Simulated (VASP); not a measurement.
Hf: single point with PBE

Hf:

```xyz
1
Lattice="-1.8050 1.8050 1.8050 1.8050 -1.8050 1.8050 1.8050 1.8050 -1.8050" Properties=species:S:1:pos:R:3 pbc="T T T"
Hf    0.0000    0.0000    0.0000
```

```json
{
 "Program": "VASP 6.6.1",
 "Task": "single point",
 "Functional": "PBE",
 "Potentials or basis": "VASP PAW PBE potentials, release 64 (Hf_pv)",
 "Cutoff": "500 eV",
 "k mesh": "4 × 4 × 4",
 "Occupations": "fermi-dirac, width 0.1 eV",
 "Spin": "no spin polarisation"
}
```

```yaml
Pressure: -5.0 GPa
Band_gap_on_the_k_mesh: zero (band 5 reaches 5.72 eV, above the bottom of band 6 at 3.61 eV)
```

Levels at points of the mesh, in eV from the Fermi level:
| k point | band 3 | band 4 | band 5 | band 6 | band 7 | band 8 |
| --- | --- | --- | --- | --- | --- | --- |
| (0.00, 0.00, 0.00) | -30.06 | -6.88 | 1.47 | 1.47 | 1.47 | 4.11 |
| (0.50, 0.00, 0.00) | -30.06 | -3.24 | -0.43 | 0.88 | 3.91 | 4.86 |
| (0.50, 0.50, 0.50) | -30.54 | -2.38 | -2.38 | 6.38 | 6.38 | 6.38 |

Wall time 5.7 s on 1 thread of AMD EPYC 7R43 64-Core Processor (Zen 3) (shared host), peak memory 0.1 GiB.

Caveat: the k points lie up to 0.62 Å⁻¹ apart; spin-orbit coupling is left out, which moves the levels of the heavy elements.
